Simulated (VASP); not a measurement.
# Si62C (a cell with a defect) in VASP: single point with PBE

Aim: the single point of Si62C (a cell with a defect) with PBE.

Program: VASP 6.6.1. These are calculated values, not measurements. Logs are shortened: lines on timing, memory, paths and dates and some standing lists are left out, and cuts for length are marked.

## 1. The cell of the first run

The cell holds a defect, 63 atoms: a = 10.860 Å, b = 10.860 Å, c = 10.860 Å, α = 90.00°, β = 90.00°, γ = 90.00°.

## 2. Single point, PBE

INCAR

```
SYSTEM = Si62C
PREC = Accurate
ENCUT = 520
EDIFF = 1E-7
ISMEAR = -1
SIGMA = 0.05
LREAL = Auto
LASPH = .True.
NELM = 60
ALGO = Normal
ISIF = 2
LWAVE = .False.
LCHARG = .True.
GGA = PE
LELF = .True.
LVHAR = .True.
NBANDS = 163
```

KPOINTS

```
regular mesh
0
Gamma
  1 1 1
  0 0 0
```

POSCAR

```
Si62C
1.0
   10.8600000000      0.0000000000      0.0000000000
    0.0000000000     10.8600000000      0.0000000000
    0.0000000000      0.0000000000     10.8600000000
Si C
62 1
Direct
    0.4985173112      0.0013840700      0.0024158379
    0.6286511971      0.1212310313      0.1284320442
    0.7460954880      0.2519740331     -0.0033601289
    0.8694010129      0.3791307551      0.1214627993
    0.7527538674     -0.0031057090      0.2526535912
    0.8763988950      0.1261406077      0.3745083794
   -0.0031418969     -0.0016537753     -0.0056105893
    0.1186984346      0.1263245856      0.1230105893
    0.2550810313      0.2478125230      0.0051148250
    0.3841125230      0.3554397790      0.1442076427
    0.4961704420      0.4936882136      0.0085880295
    0.6167079190      0.6329553407      0.1283720074
    0.7474113260      0.7509210866      0.0000174033
    0.8768273481      0.8710567219      0.1253439227
    0.2414448435      0.0174035912      0.2626768877
    0.5093993554      0.2253963168      0.2774232044
    0.6305034070      0.3747471455      0.3783489871
    0.7458040516      0.5059058932      0.2465804788
    0.8680770718      0.6296602210      0.3774846225
    0.6136883057      0.1171476980      0.5998442910
    0.7565069982      0.2525125230      0.5028104972
    0.8812334254      0.3759570902      0.6306947514
    0.7375716390      0.0026013812      0.7416586556
    0.8681652855      0.1231527624      0.8691872007
    0.0012365562      0.4999738490     -0.0011278085
    0.1281949355      0.6207534070      0.1266274401
    0.2481376611      0.7531845304      0.0036392265
    0.3684090239      0.8879475138      0.1347567219
   -0.0056669429      0.2539828729      0.2457590239
    0.1220369245      0.3728733886      0.3738407919
    0.2541727440      0.4935653775      0.2509064457
    0.3743475138      0.6253023941      0.3747838858
    0.4953377532      0.7639716390      0.2590079190
    0.6104134438      0.9020984346      0.3900368324
   -0.0037884899     -0.0025872007      0.5024313076
    0.1287434622      0.1201561694      0.6210624309
    0.2492672192      0.2316272560      0.4772816759
    0.3696956722      0.3643770718      0.6109995396
    0.4992429098      0.4981895948      0.4989860958
    0.6228586556      0.6237711786      0.6263707182
    0.7378167587      0.7577903315      0.4993943831
    0.8679473297      0.8741325967      0.6267246777
    0.2605452118     -0.0029643646      0.7411973297
    0.3755135359      0.1246325046      0.8730131676
    0.4974145488      0.2451721915      0.7389110497
    0.6185617864      0.3737033149      0.8714523941
    0.7499083794      0.4995471455      0.7512999079
    0.8739386740      0.6252411602      0.8764327808
    0.0024511050      0.7465500921      0.2505554328
    0.1242885820      0.8756774401      0.3781757827
   -0.0002133517      0.5039490792      0.5001791897
    0.1274637201      0.6291160221      0.6246805709
    0.2584226519      0.7571441068      0.5007226519
    0.4011266114      0.8943989871      0.6033948435
    0.0062304788      0.2469135359      0.7517742173
    0.1293014733      0.3724283610      0.8782286372
    0.2486105893      0.4953142726      0.7453527624
    0.3721277164      0.6209351750      0.8780997238
    0.4975196133      0.7504443831      0.7485266114
    0.6212646409      0.8753247698      0.8745704420
   -0.0020166667      0.7507308471      0.7494117864
    0.1278540516      0.8752481584      0.8702892265
    0.5284853591      0.0156297422      0.4891465930
```

Potentials or basis: VASP PAW PBE potentials, release 64 (Si, C).

Command:

```sh
cat potpaw_PBE.64/Si/POTCAR potpaw_PBE.64/C/POTCAR > POTCAR
mpirun -np 1 vasp_gam > vasp.out
```

OUTCAR:

```text
SYSTEM = Si62C
   PREC = Accurate
   ENCUT = 520
   EDIFF = 1E-7
   ISMEAR = -1
   LREAL = Auto
   LASPH = .True.
   NELM = 60
   ISIF = 2
   GGA = PE

 ion  position               nearest neighbor table
   1  0.499  0.001  0.002-  44 2.36   2 2.36  60 2.36  28 2.36
   2  0.629  0.121  0.128-   5 2.34   1 2.36  16 2.36   3 2.39
   3  0.746  0.252  0.997-  46 2.35   4 2.35  24 2.37   2 2.39
   4  0.869  0.379  0.121-  29 2.35   3 2.35  18 2.35  25 2.35
   5  0.753  0.997  0.253-   2 2.34   6 2.35  14 2.37  34 2.38
   6  0.876  0.126  0.375-  21 2.35  29 2.35   5 2.35  35 2.36
   7  0.997  0.998  0.994-  62 2.37  14 2.37   8 2.37  24 2.37
   8  0.119  0.126  0.123-  15 2.34  29 2.35   9 2.36   7 2.37
   9  0.255  0.248  0.005-  44 2.36   8 2.36  56 2.37  10 2.37
  10  0.384  0.355  0.144-  31 2.36   9 2.37  11 2.43  16 2.44
  11  0.496  0.494  0.009-  46 2.38  12 2.39  58 2.39  10 2.43
  12  0.617  0.633  0.128-  18 2.35  13 2.37  11 2.39  33 2.40
  13  0.747  0.751  0.000-  14 2.35  48 2.36  60 2.36  12 2.37
  14  0.877  0.871  0.125-  13 2.35  49 2.35   5 2.37   7 2.37
  15  0.241  0.017  0.263-   8 2.34  50 2.36  28 2.41
  16  0.509  0.225  0.277-  17 2.36   2 2.36  10 2.44
  17  0.631  0.375  0.378-  21 2.34  39 2.35  16 2.36  18 2.38
  18  0.746  0.506  0.247-  12 2.35   4 2.35  19 2.36  17 2.38
  19  0.868  0.630  0.377-  18 2.36  49 2.38  51 2.38  41 2.39
  20  0.614  0.117  0.600-  63 1.88  21 2.38  23 2.39  45 2.41
  21  0.757  0.253  0.503-  17 2.34   6 2.35  22 2.36  20 2.38
  22  0.881  0.376  0.631-  55 2.35  47 2.36  21 2.36  51 2.37
[... 12 lines left out ...]
  35  0.996  0.997  0.502-  50 2.35  36 2.35  42 2.36   6 2.36
  36  0.129  0.120  0.621-  35 2.35  43 2.35  37 2.37  55 2.38
  37  0.249  0.232  0.477-  30 2.35  36 2.37  38 2.43
  38  0.370  0.364  0.611-  45 2.35  39 2.36  57 2.42  37 2.43
  39  0.499  0.498  0.499-  17 2.35  32 2.36  38 2.36  40 2.36
  40  0.623  0.624  0.626-  59 2.35  47 2.36  39 2.36  41 2.36
  41  0.738  0.758  0.499-  42 2.35  40 2.36  19 2.39  34 2.40
  42  0.868  0.874  0.627-  41 2.35  23 2.35  35 2.36  61 2.36
  43  0.261  0.997  0.741-  44 2.35  36 2.35  62 2.41  54 2.41
[... 17 lines left out ...]
  61  0.998  0.751  0.749-  62 2.35  52 2.36  42 2.36  48 2.36
  62  0.128  0.875  0.870-  61 2.35  27 2.36   7 2.37  43 2.41
  63  0.528  0.016  0.489-  34 1.86  20 1.88  54 2.28

  LATTYP: Found a simple cubic cell.
 ALAT       =    10.8600000000

  Lattice vectors:

 A1 = (  10.8600000000,   0.0000000000,   0.0000000000)
 A2 = (   0.0000000000,  10.8600000000,   0.0000000000)
 A3 = (   0.0000000000,   0.0000000000,  10.8600000000)

Analysis of symmetry for initial positions (statically):
=====================================================================
 Subroutine PRICEL returns:
 Original cell was already a primitive cell.

 Routine SETGRP: Setting up the symmetry group for a
 simple cubic supercell.

 Subroutine GETGRP returns: Found  1 space group operations
 (whereof  1 operations were pure point group operations)
 out of a pool of 48 trial point group operations.

The static configuration has the point symmetry C_1 .

Analysis of symmetry for dynamics (positions and initial velocities):
=====================================================================
 Subroutine PRICEL returns:
 Original cell was already a primitive cell.

 Routine SETGRP: Setting up the symmetry group for a
 simple cubic supercell.

 Subroutine GETGRP returns: Found  1 space group operations
 (whereof  1 operations were pure point group operations)
 out of a pool of 48 trial point group operations.

The dynamic configuration has the point symmetry C_1 .

 Subroutine INISYM returns: Found  1 space group operations
 (whereof  1 operations are pure point group operations),
 and found     1 'primitive' translations

----------------------------------------------------------------------------------------

                                     Primitive cell

  volume of cell :    1280.8241

  direct lattice vectors                    reciprocal lattice vectors
    10.860000000  0.000000000  0.000000000     0.092081031  0.000000000  0.000000000
     0.000000000 10.860000000  0.000000000     0.000000000  0.092081031  0.000000000
     0.000000000  0.000000000 10.860000000     0.000000000  0.000000000  0.092081031

  length of vectors
    10.860000000 10.860000000 10.860000000     0.092081031  0.092081031  0.092081031

  position of ions in fractional coordinates (direct lattice)
     0.498517311  0.001384070  0.002415838
     0.628651197  0.121231031  0.128432044
     0.746095488  0.251974033  0.996639871
     0.869401013  0.379130755  0.121462799
     0.752753867  0.996894291  0.252653591
     0.876398895  0.126140608  0.374508379
[... 55 lines left out ...]
     0.127854052  0.875248158  0.870289226
     0.528485359  0.015629742  0.489146593

  ion indices of the primitive-cell ions
   primitive index   ion index
                 1           1
                 2           2
                 3           3
                 4           4
                 5           5
                 6           6
[... 55 lines left out ...]
                62          62
                63          63

----------------------------------------------------------------------------------------

 KPOINTS: regular mesh

Automatic generation of k-mesh.
 Grid dimensions read from file:
 generate k-points for:    1    1    1

 Generating k-lattice:

  Cartesian coordinates                     Fractional coordinates (reciprocal lattice)
     0.092081031  0.000000000  0.000000000     1.000000000  0.000000000  0.000000000
     0.000000000  0.092081031  0.000000000     0.000000000  1.000000000  0.000000000
     0.000000000  0.000000000  0.092081031     0.000000000  0.000000000  1.000000000

  Length of vectors
     0.092081031  0.092081031  0.092081031

  Shift w.r.t. Gamma in fractional coordinates (k-lattice)
     0.000000000  0.000000000  0.000000000

 Subroutine IBZKPT returns following result:
 ===========================================

 Found      1 irreducible k-points:

 Following reciprocal coordinates:
            Coordinates               Weight
  0.000000  0.000000  0.000000      1.000000
   k-points           NKPTS =      1   k-points in BZ     NKDIM =      1   number of bands    NBANDS=    163
   number of dos      NEDOS =    301   number of ions     NIONS =     63
   total plane-waves  NPLWV = 592704
   dimension x,y,z NGX =    84 NGY =   84 NGZ =   84
   dimension x,y,z NGXF=   168 NGYF=  168 NGZF=  168
   ions per type =              62   1
   NGX,Y,Z   is equivalent  to a cutoff of  12.86, 12.86, 12.86 a.u.
   NGXF,Y,Z  is equivalent  to a cutoff of  25.72, 25.72, 25.72 a.u.
 SYSTEM =  Si62C
   PREC   = accura    normal or accurate (medium, high low for compatibility)
   ISTART =      0    job   : 0-new  1-cont  2-samecut
   ICHARG =      2    charge: 1-file 2-atom 10-const
   ISPIN  =      1    spin polarized calculation?
   LNONCOLLINEAR =      F non collinear calculations
   LSORBIT =      F    spin-orbit coupling
   LASPH  =      T    aspherical Exc in radial PAW
   ENCUT  =  520.0 eV  38.22 Ry    6.18 a.u.  20.19 20.19 20.19*2*pi/ulx,y,z
   NELM   =     60;   NELMIN=  2; NELMDL= -5     # of ELM steps
   EDIFF  = 0.1E-06   stopping-criterion for ELM
   LREAL  =      T    real-space projection
   EDIFFG = 0.1E-05   stopping-criterion for IOM
   NSW    =      0    number of steps for IOM
   IBRION =     -1    ionic relax: 0-MD 1-quasi-New 2-CG
   NFREE  =      0    steps in history (QN), initial steepest desc. (CG)
   ISIF   =      2    stress and relaxation
   ISYM   =      2    0-nonsym 1-usesym 2-fastsym
   POTIM  = 0.5000    time-step for ionic-motion
   TEBEG  =    0.0;   TEEND  =   0.0 temperature during run
   PSTRESS=    0.0 pullay stress
   NELECT =     252.0000    total number of electrons
   NUPDOWN=      -1.0000    fix difference up-down
   EMIN   =  10.00;   EMAX   =-10.00  energy-range for DOS
   EFERMI =   0.00;   METHOD = LEGACY
   ISMEAR =    -1;   SIGMA  =   0.05  broadening in eV -4-tet -1-fermi 0-gaus
   EFERMI_NEDOS =   21; number of points for ismear=-14 and -15
   IALGO  =     38    algorithm
   IMIX   =      4    mixing-type and parameters
     AMIX     =   0.40;   BMIX     =  1.00
     AMIX_MAG =   1.60;   BMIX_MAG =  1.00
  volume/ion in A,a.u.               =      20.33       137.20
  Fermi-wavevector in a.u.,A,eV,Ry     =   0.952164  1.799329 12.335269  0.906617
  Thomas-Fermi vector in A             =   2.080702
   LORBIT       =      0    0 simple, 1 ext, 2 COOP (PROOUT), +10 PAW based schemes
   GGA     = PE    functional components
   LHFCALC =     F    Hartree Fock is set to
   AEXX    =    0.0000 exact exchange contribution
   IVDW    =     0    specifies the selected vdW correction
   LEPSILON=     F    determine dielectric tensor
   LRPA    =     F    only Hartree local field effects (RPA)
 non-spin polarized calculation
  energy-cutoff  :      520.00
  volume of cell :     1280.82
 maximum number of plane-waves:     17229
 NGX is ok and might be reduce to    84
   NGX = 41   NGY = 41   NGZ = 41

 number of electron     252.0000001 magnetization

 Free energy of the ion-electron system (eV)
  ---------------------------------------------------
  ext. energy  EPLUGINS =         0.00000000
  ---------------------------------------------------
  free energy    TOTEN  =      -333.83092974 eV

  energy without entropy =     -333.74513653  energy(sigma->0) =     -333.78803314

 E-fermi :   5.9875     XC(G=0):  -9.3168

 val. band max:        5.8927068493   @ k =   0.0000   0.0000   0.0000
 cond. band min:       6.0942261600   @ k =   0.0000   0.0000   0.0000
 fundamental gap:      0.2015193107
 Fermi energy:         5.9874642848

 k-point     1 :       0.0000    0.0000    0.0000
  band No.  band energies     occupation
      1      -6.4297      2.00000
      2      -5.9321      2.00000
      3      -5.1755      2.00000
      4      -5.1697      2.00000
      5      -5.1626      2.00000
      6      -5.1605      2.00000
[... 130 lines left out ...]
    137       6.8330      0.00000
    138       6.8529      0.00000
 [bands above 138 left out]

------------------------ aborting loop because EDIFF is reached ----------------------------------------

  FORCE on cell =-STRESS in cart. coord.  units (eV):
  Direction    XX          YY          ZZ          XY          YZ          ZX
  --------------------------------------------------------------------------------------
  -------------------------------------------------------------------------------------
  Total        9.2291025     -2.0280298     -1.7408213     -4.9992384     -2.3333226      5.7375736
  in kB       11.5446448     -2.5368538     -2.1775859     -6.2535259     -2.9187433      7.1771063
  external PRESSURE =       2.2767350 kB  Pullay stress =       0.0000000 kB

 VOLUME and BASIS-vectors are now :
 -----------------------------------------------------------------------------
  energy-cutoff  :      520.00
  volume of cell :     1280.82
      direct lattice vectors                 reciprocal lattice vectors
    10.860000000  0.000000000  0.000000000     0.092081031  0.000000000  0.000000000
     0.000000000 10.860000000  0.000000000     0.000000000  0.092081031  0.000000000
     0.000000000  0.000000000 10.860000000     0.000000000  0.000000000  0.092081031

 POSITION                                       TOTAL-FORCE (eV/Angst)
 -----------------------------------------------------------------------------------
      5.41390      0.01503      0.02624        -0.000043      0.001855      0.008536
      6.82715      1.31657      1.39477        -0.051719      0.022506      0.018246
      8.10260      2.73644     10.82351        -0.007665      0.007662      0.005805
      9.44170      4.11736      1.31909        -0.012681      0.005727     -0.009604
      8.17491     10.82627      2.74382        -0.018657      0.024125      0.006488
      9.51769      1.36989      4.06716         0.027007      0.013544     -0.023503
[... 55 lines left out ...]
      1.38850      9.50520      9.45134         0.049892      0.002812     -0.061514
      5.73935      0.16974      5.31213        -0.671644     -1.364326      1.311831
 -----------------------------------------------------------------------------------
    total drift:                               -0.007879      0.001416     -0.008836

  FREE ENERGIE OF THE ION-ELECTRON SYSTEM (eV)
  ---------------------------------------------------
  free  energy   TOTEN  =      -333.8309297385 eV

  energy  without entropy=     -333.7451365330  energy(sigma->0) =     -333.78803314
```

Run time: 13 min. Hardware: 1 thread of Intel Xeon Platinum 8259CL at 2.50GHz (Skylake/Cascade Lake), shared host; peak memory 1 GiB.

Results:

| Quantity | Value |
| --- | --- |
| Free energy | -333.8309 eV |
| Pressure | 0.2 GPa |
| Largest force | 2.008 eV/Å |

Forces in eV/Å, atoms in the order of the input:
```
Si   0.000  0.002  0.009
Si  -0.052  0.023  0.018
Si  -0.008  0.008  0.006
Si  -0.013  0.006 -0.010
Si  -0.019  0.024  0.006
Si   0.027  0.014 -0.024
Si   0.068  0.012  0.012
Si   0.018  0.027  0.006
Si  -0.028 -0.001 -0.024
Si  -0.044  0.158 -0.153
Si   0.067  0.086 -0.111
Si   0.024 -0.019  0.001
Si   0.010 -0.015  0.019
Si   0.004  0.030 -0.006
Si   0.023  0.045 -0.012
Si  -0.468  0.497 -0.528
Si  -0.068 -0.051 -0.013
Si   0.003 -0.029  0.016
Si   0.052 -0.051 -0.010
Si   0.062 -0.192  0.233
Si  -0.110 -0.115 -0.013
Si  -0.060 -0.023 -0.055
Si   0.127 -0.011  0.157
Si   0.057  0.009  0.073
Si  -0.003  0.003  0.008
Si   0.002  0.024 -0.018
Si   0.008  0.016 -0.008
Si   0.017 -0.008 -0.012
Si  -0.015  0.011 -0.004
Si  -0.031  0.051 -0.036
Si  -0.020  0.040  0.021
Si   0.025  0.014 -0.016
Si   0.014 -0.031 -0.015
Si   0.241 -0.293 -0.055
Si  -0.002  0.002  0.000
Si  -0.042  0.021  0.008
Si  -0.070  0.085  0.004
Si   0.007  0.017  0.010
Si  -0.004 -0.005  0.003
Si   0.017 -0.003 -0.007
Si   0.119 -0.145 -0.003
Si   0.009 -0.006  0.002
Si   0.046  0.087 -0.056
Si   0.011  0.030  0.009
Si  -0.001 -0.042 -0.015
Si   0.010 -0.021 -0.027
Si  -0.015 -0.014  0.002
Si   0.009 -0.003 -0.011
Si   0.012  0.010 -0.002
Si   0.010  0.029 -0.012
Si   0.032  0.023  0.013
Si   0.075  0.083 -0.006
Si   0.117  0.128 -0.048
Si   0.286  0.489 -0.349
Si  -0.030  0.033  0.004
Si  -0.007  0.028 -0.020
Si   0.004  0.019 -0.003
Si   0.008  0.103 -0.098
Si   0.066  0.153 -0.131
Si   0.034 -0.001  0.028
Si   0.011  0.007 -0.008
Si   0.050  0.003 -0.062
C   -0.672 -1.364  1.312
```

Stress tensor (GPa, compression positive):
```
 1.15 -0.63  0.72
-0.63 -0.25 -0.29
 0.72 -0.29 -0.22
```

Levels at points of the mesh, in eV from the Fermi level:
```tsv
k point	band 124	band 125	band 126	band 127	band 128	band 129
(0.00, 0.00, 0.00)	-0.62	-0.60	-0.09	0.11	0.19	0.28
```

Caveat: the k points lie up to 0.58 Å⁻¹ apart.
